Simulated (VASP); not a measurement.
Input of a VASP 6.6.1 run:

The input INCAR:

```
ALGO = Normal
EDIFF = 1E-6
ENCUT = 500
GGA = PS
GGA_COMPAT = F
ISIF = 2
ISMEAR = 0
ISPIN = 2
KPAR = 4
LASPH = T
LCHARG = T
LMAXMIX = 4
LORBIT = 11
LREAL = F
LVHAR = T
LWAVE = F
MAGMOM = 2.42 2.42 -0.11 -0.11 -0.11 -0.11
NBANDS = 54
NELM = 200
NUPDOWN = 3.75
PREC = Accurate
SIGMA = 0.1
```

The input KPOINTS:

```
k-points
0
Gamma
  8 8 8
```

Contents of POSCAR:

```
MnSn2
1.0
   -3.3230000000      3.3230000000      2.7125000000
    3.3230000000     -3.3230000000      2.7125000000
    3.3230000000      3.3230000000     -2.7125000000
Mn Sn
2 4
Direct
    0.7500000000      0.7500000000      0.0000000000
    0.2500000000      0.2500000000      0.0000000000
    0.1590000000      0.6590000000      0.8180000000
    0.6590000000      0.8410000000      0.5000000000
    0.8410000000      0.3410000000      0.1820000000
    0.3410000000      0.1590000000      0.5000000000
```

Potentials or basis: VASP PAW PBE potentials, release 64 (Mn_pv, Sn_d).

Command:

```bash
$ cat potpaw_PBE.64/Mn_pv/POTCAR potpaw_PBE.64/Sn_d/POTCAR > POTCAR
$ mpirun -np 4 vasp_std > vasp.out
```

(1) Estimate the largest force.

(2) Predict the pressure.

Results:

(1) 0.430 eV/Å.

(2) -6.3 GPa.

Caveat: the cell stands under tension; the PAW data sets were made with another functional, which shifts forces and pressure a little; the total moment is fixed, so each spin has its own Fermi level.
